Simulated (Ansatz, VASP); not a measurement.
## Al: VASP beside Ansatz

Contents of INCAR:

```
PREC     = Accurate       # precision mode
ENCUT    = 520            # plane-wave cutoff, eV
EDIFF    = 1E-7           # SCF threshold, eV
ISMEAR   = 0              # smearing method
SIGMA    = 0.15           # smearing width, eV
LREAL    = False          # projectors in reciprocal space
LASPH    = True           # aspherical terms in the spheres
NELM     = 60             # most SCF steps
ALGO     = Fast           # electronic algorithm
ISIF     = 2              # what is computed and relaxed
LWAVE    = False          # write WAVECAR
LCHARG   = False          # write CHGCAR
GGA      = PE             # functional
IVDW     = 12             # dispersion correction
NBANDS   = 14             # bands
```

File KPOINTS:

```
Automatic mesh
0
Gamma
  18 18 4
```

Contents of POSCAR:

```
Al
1.0
    2.8144222650      0.0000000000      0.0000000000
   -1.4072111325      2.4373611785      0.0000000000
    0.0000000000      0.0000000000      9.2410470710
Al
4
Direct
    0.0000000000      0.0000000000      0.0000000000
    0.2471745802      0.4943491605      0.1894008065
    0.0000000000      0.0000000000      0.5000000000
    0.6666666667      0.3333333333      0.7500000000
```

Input for Ansatz:

```yaml
crystal:
  lattice:
    - [2.814422265, 0.0, 0.0]
    - [-1.4072111325, 2.4373611785, 0.0]
    - [0.0, 0.0, 9.241047071]
  atoms:
    - { symbol: Al, position: [0.0, 0.0, 0.0] }
    - { symbol: Al, position: [0.2471745802, 0.4943491605, 0.1894008065] }
    - { symbol: Al, position: [0.0, 0.0, 0.5] }
    - { symbol: Al, position: [0.6666666667, 0.3333333333, 0.75] }
basis:
  ecutwfc: 420
kpoints:
  mp_grid: { grid: [18, 18, 4] }
hamiltonian:
  xc: pbe
  pseudopotentials: { kind: paw, azcp: { folder: soft_1 } }
  dispersion: d3bj
scf:
  occupations: { method: gaussian, width: 0.15 }
output:
  forces: true
  stress: true
  eigenvalues: true
```

Alike in both runs: task single point; functional PBE; dispersion D3(BJ); k mesh 18 × 18 × 4; occupations gaussian, width 0.15 eV; no spin polarisation.

|  | VASP | Ansatz |
| --- | --- | --- |
| version | VASP 6.6.1 | Ansatz 0.2.0 |
| potentials or method | VASP PAW PBE potentials, release 64 (Al), cutoff 520 eV | scalar-relativistic, plane waves, PAW |
| valence electrons in the cell | 12 | 12 |

Ansatz gave:

| Quantity | Value |
| --- | --- |
| gap on the k mesh at the Fermi level (eV) | none |
| pressure (GPa) | 9.8 |
| traceless stress, the component that is largest in VASP (GPa) | 9.82 |
| rms of the force components (eV/Å) | 2.403 |

Which values does VASP return?

gap on the k mesh at the Fermi level (eV): none; pressure (GPa): 9.8; traceless stress, the component that is largest in VASP (GPa): 9.83; rms of the force components (eV/Å): 2.405.

Atom by atom the forces differ by 0.002 eV/Å (rms over components). A gap of «none» marks a metal or a gap that the smearing closes.
